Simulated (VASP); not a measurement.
# Li2S (Fm-3m) in VASP: notebook

The runs below take Li2S through single point, relaxation of cell and atoms, with PBE.

Program: VASP 6.6.1. These are calculated values, not measurements. Logs are shortened: lines on timing, memory, paths and dates and some standing lists are left out, and cuts for length are marked.

## (1) The cell of the first run

Symmetry: Fm-3m, No. 225, cubic system. Conventional cell: a = 5.706 Å, b = 5.706 Å, c = 5.706 Å, α = 90.00°, β = 90.00°, γ = 90.00°. Within 3.3 Å of Li (site symmetry -43m) lie 4 S at 2.47 Å and 6 Li at 2.85 Å. Within 3.3 Å of S (site symmetry m-3m) lie 8 Li at 2.47 Å.

## (2) Single point, PBE

Contents of INCAR:

```
SYSTEM = Li2S
ALGO = Normal ; EDIFF = 1E-6
ENCUT = 520 ; GGA = PE
ISIF = 2 ; ISMEAR = 0
LASPH = .TRUE. ; LCHARG = .FALSE.
LREAL = .FALSE. ; LWAVE = .FALSE.
NBANDS = 13 ; NELM = 100
PREC = Accurate ; SIGMA = 0.02
```

Contents of KPOINTS:

```
k-points
0
G
  8 8 8
  0 0 0
```

Contents of POSCAR:

```
Li2S
1.0
    0.0000000000      2.8528159652      2.8528159652
    2.8528159652      0.0000000000      2.8528159652
    2.8528159652      2.8528159652      0.0000000000
Li S
2 1
Direct
    0.2500000000      0.2500000000      0.2500000000
    0.7500000000      0.7500000000      0.7500000000
    0.0000000000      0.0000000000      0.0000000000
```

Potentials or basis: VASP PAW PBE potentials, release 64 (Li_sv, S).

Run with:

```
cat potpaw_PBE.64/Li_sv/POTCAR potpaw_PBE.64/S/POTCAR > POTCAR
mpirun -np 1 vasp_std > vasp.out
```

OUTCAR:

```text
SYSTEM = Li2S
   EDIFF = 1E-6
   ENCUT = 520
   GGA = PE
   ISIF = 2
   ISMEAR = 0
   LASPH = .TRUE.
   LREAL = .FALSE.
   NELM = 100
   PREC = Accurate

 ion  position               nearest neighbor table
   1  0.250  0.250  0.250-   3 2.47   3 2.47   3 2.47   3 2.47
   2  0.750  0.750  0.750-   3 2.47   3 2.47   3 2.47   3 2.47
   3  0.000  0.000  0.000-   1 2.47   2 2.47   2 2.47   2 2.47   2 2.47   1 2.47   1 2.47   1 2.47

  LATTYP: Found a face centered cubic cell.
 ALAT       =     5.7056319304

  Lattice vectors:

 A1 = (   0.0000000000,   2.8528159652,   2.8528159652)
 A2 = (   2.8528159652,   0.0000000000,   2.8528159652)
 A3 = (   2.8528159652,   2.8528159652,   0.0000000000)

Analysis of symmetry for initial positions (statically):
=====================================================================
 Subroutine PRICEL returns:
 Original cell was already a primitive cell.

 Routine SETGRP: Setting up the symmetry group for a
 face centered cubic supercell.

 Subroutine GETGRP returns: Found 48 space group operations
 (whereof 48 operations were pure point group operations)
 out of a pool of 48 trial point group operations.

The static configuration has the point symmetry O_h .

Analysis of symmetry for dynamics (positions and initial velocities):
=====================================================================
 Subroutine PRICEL returns:
 Original cell was already a primitive cell.

 Routine SETGRP: Setting up the symmetry group for a
 face centered cubic supercell.

 Subroutine GETGRP returns: Found 48 space group operations
 (whereof 48 operations were pure point group operations)
 out of a pool of 48 trial point group operations.

The dynamic configuration has the point symmetry O_h .

 Subroutine INISYM returns: Found 48 space group operations
 (whereof 48 operations are pure point group operations),
 and found     1 'primitive' translations

----------------------------------------------------------------------------------------

                                     Primitive cell

  volume of cell :      46.4356

  direct lattice vectors                    reciprocal lattice vectors
     0.000000000  2.852815965  2.852815965    -0.175265424  0.175265424  0.175265424
     2.852815965  0.000000000  2.852815965     0.175265424 -0.175265424  0.175265424
     2.852815965  2.852815965  0.000000000     0.175265424  0.175265424 -0.175265424

  length of vectors
     4.034491029  4.034491029  4.034491029     0.303568619  0.303568619  0.303568619

  position of ions in fractional coordinates (direct lattice)
     0.250000000  0.250000000  0.250000000
[... 95 lines left out ...]
   ISMEAR =     0;   SIGMA  =   0.02  broadening in eV -4-tet -1-fermi 0-gaus
   EFERMI_NEDOS =   21; number of points for ismear=-14 and -15
   IALGO  =     38    algorithm
   IMIX   =      4    mixing-type and parameters
     AMIX     =   0.40;   BMIX     =  1.00
     AMIX_MAG =   1.60;   BMIX_MAG =  1.00
  volume/ion in A,a.u.               =      15.48       104.45
  Fermi-wavevector in a.u.,A,eV,Ry     =   1.042761  1.970533 14.794305  1.087351
  Thomas-Fermi vector in A             =   2.177441
   LORBIT       =      0    0 simple, 1 ext, 2 COOP (PROOUT), +10 PAW based schemes
   GGA     = PE    functional components
   LHFCALC =     F    Hartree Fock is set to
   AEXX    =    0.0000 exact exchange contribution
   IVDW    =     0    specifies the selected vdW correction
   LEPSILON=     F    determine dielectric tensor
   LRPA    =     F    only Hartree local field effects (RPA)
 non-spin polarized calculation
 Gauss-broadening in eV      SIGMA  =   0.02
  energy-cutoff  :      520.00
  volume of cell :       46.44
 maximum number of plane-waves:      1283
 NGX is ok and might be reduce to    30
   NGX = 15   NGY = 15   NGZ = 15

 number of electron      11.9999985 magnetization

 Free energy of the ion-electron system (eV)
  ---------------------------------------------------
  ext. energy  EPLUGINS =         0.00000000
  ---------------------------------------------------
  free energy    TOTEN  =       -11.99599870 eV

  energy without entropy =      -11.99599870  energy(sigma->0) =      -11.99599870

 E-fermi :   1.5920     XC(G=0):  -8.4920

 val. band max:        1.4401693417   @ k =   0.0000   0.0000   0.0000
 cond. band min:       4.8312080283   @ k =   0.5000   0.5000   0.0000
 fundamental gap:      3.3910386866
 Fermi energy:         1.5920243370

 k-point     1 :       0.0000    0.0000    0.0000
  band No.  band energies     occupation
      1     -42.7482      2.00000
      2     -42.7062      2.00000
      3      -9.5720      2.00000
      4       1.4402      2.00000
      5       1.4402      2.00000
      6       1.4402      2.00000
      7       5.6958      0.00000
      8       7.6676      0.00000
      9       7.6676      0.00000
     10       7.6676      0.00000
     11      12.6089      0.00000
     12      12.6089      0.00000
     13      13.8461      0.00000
[... 354 lines left out ...]
  band No.  band energies     occupation
      1     -42.7263      2.00000
      2     -42.7263      2.00000
      3      -9.0767      2.00000
      4      -1.1212      2.00000
      5       0.2046      2.00000
      6       0.5423      2.00000
      7       7.2985      0.00000
      8       8.0752      0.00000
      9       9.7826      0.00000
     10      10.4211      0.00000
     11      11.7663      0.00000
     12      13.0791      0.00000
     13      14.8056      0.00000

 [... further k-points ...]

------------------------ aborting loop because EDIFF is reached ----------------------------------------

  FORCE on cell =-STRESS in cart. coord.  units (eV):
  Direction    XX          YY          ZZ          XY          YZ          ZX
  --------------------------------------------------------------------------------------
  -------------------------------------------------------------------------------------
  Total       -0.0265985     -0.0265985     -0.0265985     -0.0000000     -0.0000000      0.0000000
  in kB       -0.9177339     -0.9177339     -0.9177339     -0.0000000     -0.0000000      0.0000000
  external PRESSURE =      -0.9177339 kB  Pullay stress =       0.0000000 kB

 VOLUME and BASIS-vectors are now :
 -----------------------------------------------------------------------------
  energy-cutoff  :      520.00
  volume of cell :       46.44
      direct lattice vectors                 reciprocal lattice vectors
     0.000000000  2.852815965  2.852815965    -0.175265424  0.175265424  0.175265424
     2.852815965  0.000000000  2.852815965     0.175265424 -0.175265424  0.175265424
     2.852815965  2.852815965  0.000000000     0.175265424  0.175265424 -0.175265424

 POSITION                                       TOTAL-FORCE (eV/Angst)
 -----------------------------------------------------------------------------------
      1.42641      1.42641      1.42641        -0.000000     -0.000000     -0.000000
      4.27922      4.27922      4.27922         0.000000      0.000000      0.000000
      0.00000      0.00000      0.00000         0.000000      0.000000      0.000000
 -----------------------------------------------------------------------------------
    total drift:                                0.000000     -0.000000      0.000000

  FREE ENERGIE OF THE ION-ELECTRON SYSTEM (eV)
  ---------------------------------------------------
  free  energy   TOTEN  =       -11.9959986983 eV

  energy  without entropy=      -11.9959986983  energy(sigma->0) =      -11.99599870
```

Run time: 19 s. Hardware: 1 thread of Intel Xeon Platinum 8259CL at 2.50GHz (Skylake/Cascade Lake), shared host; peak memory 0.16 GiB.

What came out:

```yaml
Free_energy: -11.9960 eV
Band_gap_on_the_k_mesh: 3.39 eV (least direct gap 4.26 eV)
```

Caveat: the cutoff is under 1.25 times the usual one of these potentials, so pressure, stress and relaxed cells hold a basis-set (Pulay) error. Expect the measured gap to be larger: semilocal functionals such as PBE lack the derivative discontinuity.

## (3) Relaxation of cell and atoms, PBE

This run uses another cell than the first one, of 15.34 Å³/atom.

Contents of INCAR:

```
SYSTEM = Li2S
  PREC = Accurate
  ENCUT = 600
  EDIFF = 1E-6
  ISMEAR = 0
  SIGMA = 0.02
  LREAL = .FALSE.
  LASPH = .TRUE.
  NELM = 100
  ALGO = Normal
  ISIF = 3
  LWAVE = .FALSE.
  LCHARG = .FALSE.
  GGA = PE
  IBRION = 2
  NSW = 100
  EDIFFG = -0.005
```

Contents of KPOINTS:

```
Automatic mesh
0
G
  8 8 8
  0 0 0
```

Contents of POSCAR:

```
Li2S
1.0
    0.0000000000      2.8445000000      2.8445000000
    2.8445000000      0.0000000000      2.8445000000
    2.8445000000      2.8445000000      0.0000000000
Li S
2 1
Direct
    0.2500000000      0.2500000000      0.2500000000
    0.7500000000      0.7500000000      0.7500000000
    0.0000000000      0.0000000000      0.0000000000
```

Potentials or basis: VASP PAW PBE potentials, release 64 (Li_sv, S).

Run with:

```
cat potpaw_PBE.64/Li_sv/POTCAR potpaw_PBE.64/S/POTCAR > POTCAR
mpirun -np 1 vasp_std > vasp.out
```

Run time: 24 s. Hardware: 1 thread of Intel Xeon Platinum 8259CL at 2.50GHz (Skylake/Cascade Lake), shared host; peak memory 0.17 GiB.

Results (log left out):

* Free energy: -11.9957 eV
* Relaxed volume: 15.43 Å³/atom
* Relaxed cell: a = 4.030 Å, b = 4.030 Å, c = 4.030 Å, α = 60.00°, β = 60.00°, γ = 60.00°
* Space group after relaxing (to 0.1 Å): Fm-3m (No. 225)
* Energy gained by relaxing: 0.1 meV/atom
* Ionic steps: 3
* Pressure after relaxing: 0.0 GPa
* Band gap on the k mesh: 3.39 eV (least direct gap 4.27 eV)

Step by step:
| step | energy change (eV) | largest force (eV/Å) | pressure (GPa) | volume (Å³) |
| --- | --- | --- | --- | --- |
| 1 | 0.0000 | 0.0000 | 0.25 | 46.03 |
| 2 | -0.0002 | 0.0000 | 0.09 | 46.19 |
| 3 | -0.0002 | 0.0000 | 0.01 | 46.29 |

Final structure:
```
Li S
1.0
     0.00000    2.84978    2.84978
     2.84978    0.00000    2.84978
     2.84978    2.84978    0.00000
Li S
2 1
Direct
  0.25000 0.25000 0.25000
  0.75000 0.75000 0.75000
  0.00000 0.00000 0.00000
```

Levels at points of the mesh, in eV from the valence-band top:
| k point | band 2 | band 3 | band 4 | band 5 | band 6 | band 7 | band 8 | band 9 | band 10 |
| --- | --- | --- | --- | --- | --- | --- | --- | --- | --- |
| (0.00, 0.00, 0.00) | -44.14 | -11.02 | 0.00 | 0.00 | 0.00 | 4.27 | 6.23 | 6.23 | 6.23 |
| (0.50, 0.00, 0.00) | -44.16 | -10.59 | -2.87 | -0.51 | -0.51 | 6.11 | 6.57 | 6.57 | 8.41 |
| (0.50, 0.50, 0.00) | -44.15 | -10.46 | -2.16 | -1.42 | -1.42 | 3.39 | 7.09 | 11.08 | 11.08 |

Caveat: the cutoff is under 1.25 times the usual one of these potentials, so pressure, stress and relaxed cells hold a basis-set (Pulay) error. PBE usually gives volumes a little too large and moduli too small.

## (4) Single point, PBE

This run uses another cell than the first one, of 15.34 Å³/atom.

Contents of INCAR:

```
SYSTEM = Li2S
ALGO = Normal
EDIFF = 1E-6
ENCUT = 520
GGA = PE
ISIF = 2
ISMEAR = 0
LASPH = .True.
LCHARG = .False.
LREAL = .False.
LWAVE = .False.
NBANDS = 13
NELM = 100
PREC = Accurate
SIGMA = 0.1
```

Contents of KPOINTS:

```
k-points
0
Gamma
  6 6 6
  0 0 0
```

POSCAR is that of step 3.

Run with:

```
cat potpaw_PBE.64/Li_sv/POTCAR potpaw_PBE.64/S/POTCAR > POTCAR
mpirun -np 1 vasp_std > vasp.out
```

Run time: 16 s. Hardware: 1 thread of Intel Xeon Platinum 8259CL at 2.50GHz (Skylake/Cascade Lake), shared host; peak memory 0.16 GiB.

The run converged. Its results:

```yaml
Free_energy: -11.9953 eV
Band_gap_on_the_k_mesh: 3.39 eV (least direct gap 4.30 eV)
```

Levels at points of the mesh, in eV from the valence-band top:
| k point | band 3 | band 4 | band 5 | band 6 | band 7 | band 8 | band 9 | band 10 |
| --- | --- | --- | --- | --- | --- | --- | --- | --- |
| (0.00, 0.00, 0.00) | -11.04 | 0.00 | 0.00 | 0.00 | 4.30 | 6.23 | 6.23 | 6.23 |
| (0.50, 0.00, 0.00) | -10.60 | -2.89 | -0.51 | -0.51 | 6.14 | 6.58 | 6.58 | 8.44 |
| (0.50, 0.50, 0.00) | -10.47 | -2.17 | -1.43 | -1.43 | 3.39 | 7.11 | 11.13 | 11.13 |

Caveat: the cutoff is under 1.25 times the usual one of these potentials, so pressure, stress and relaxed cells hold a basis-set (Pulay) error. A k mesh can miss the band edges.

## (5) The runs side by side

| task | cell | k mesh | cutoff (eV) | smearing | gap on the mesh (eV) |
| --- | --- | --- | --- | --- | --- |
| single point | a = 4.034 Å, angles 60.0°, 3 atoms | 8 × 8 × 8 | 520 | gaussian 0.02 eV | 3.39 |
| relaxation of cell and atoms | relaxed from a = 4.023 Å, angles 60.0°, 3 atoms | 8 × 8 × 8 | 600 | gaussian 0.02 eV | 3.39 |
| single point | a = 4.023 Å, angles 60.0°, 3 atoms | 6 × 6 × 6 | 520 | gaussian 0.1 eV | 3.39 |

Alike in all rows: level PBE; potentials or basis VASP PAW PBE potentials, release 64 (Li_sv, S); no spin polarisation.

Caveats: the cutoff is under 1.25 times the usual one of these potentials, so pressure, stress and relaxed cells hold a basis-set (Pulay) error.

Total energies depend on the potentials used, so only differences within one code and one set of settings carry meaning.
